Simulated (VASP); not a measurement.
A run of VASP 6.6.1:

Contents of INCAR:

```
PREC     = Accurate       # precision mode
ENCUT    = 600            # plane-wave cutoff, eV
EDIFF    = 1E-6           # SCF threshold, eV
ISMEAR   = 0              # smearing method
SIGMA    = 0.02           # smearing width, eV
LREAL    = False          # projectors in reciprocal space
LASPH    = True           # aspherical terms in the spheres
NELM     = 80             # most SCF steps
ALGO     = Normal         # electronic algorithm
ISIF     = 4              # what is computed and relaxed
LWAVE    = False          # write WAVECAR
LCHARG   = False          # write CHGCAR
GGA      = PE             # functional
IBRION   = 2              # ionic algorithm
NSW      = 50             # ionic steps
EDIFFG   = -0.01          # ionic threshold
```

File KPOINTS:

```
Automatic mesh
0
Gamma
  8 8 8
```

The input POSCAR:

```
KF
1.0
    2.0832417752      1.2027601997      3.4023741644
   -2.0832417752      1.2027601997      3.4023741644
    0.0000000000     -2.4055203993      3.4023741644
K F
1 1
Direct
    0.2493696479      0.2493696479      0.2493696479
   -0.0006130279     -0.0006130279     -0.0006130279
```

Potentials or basis: VASP PAW PBE potentials, release 64 (K_sv, F).

The run is started by

```sh
$ cat potpaw_PBE.64/K_sv/POTCAR potpaw_PBE.64/F/POTCAR > POTCAR
$ mpirun -np 1 vasp_std > vasp.out
```

Hardware: 1 thread of Intel(R) Xeon(R) Platinum 8488C (Sapphire Rapids), on a shared host.

Problem. Estimate the wall time of this run.

Solution. Wall time 29 s on 1 thread of Intel(R) Xeon(R) Platinum 8488C (Sapphire Rapids), on a shared host, peak memory 0.23 GiB. Counts: scf iterations 14, k points 65, ion steps 1.
